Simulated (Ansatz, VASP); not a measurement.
# Two plane-wave programs on C

```
C
1.0
     2.46652    0.00000    0.00000
    -1.23326    2.13607    0.00000
     0.00000    0.00000    8.56531
C
4
Direct
  0.95122 0.13328 0.00250
  0.04878 0.86672 0.50250
  0.28455 0.79995 0.00250
  0.71545 0.20005 0.50250
```

Change from the starting cell: mode 4 frozen in at -0.285 Å and mode 5 at +0.285 Å (largest displacements).

Alike in both runs: task single point; functional PBE; k mesh 18 × 18 × 6; occupations gaussian, width 0.15 eV; no spin polarisation.

|  | VASP | Ansatz |
| --- | --- | --- |
| version | VASP 6.6.1 | Ansatz 0.2.0 |
| potentials or method | VASP PAW PBE potentials, release 64 (C), cutoff 520 eV | scalar-relativistic, plane waves, PAW |
| valence electrons in the cell | 16 | 16 |

```csv
,VASP,Ansatz,Ansatz less VASP
gap on the k mesh at the Fermi level (eV),none,none,-
pressure (GPa),0.4,0.0,-0.35
"traceless stress, the component that is largest in VASP (GPa)",-0.35,0.06,+0.417
```

A gap of «none» marks a metal or a gap that the smearing closes.
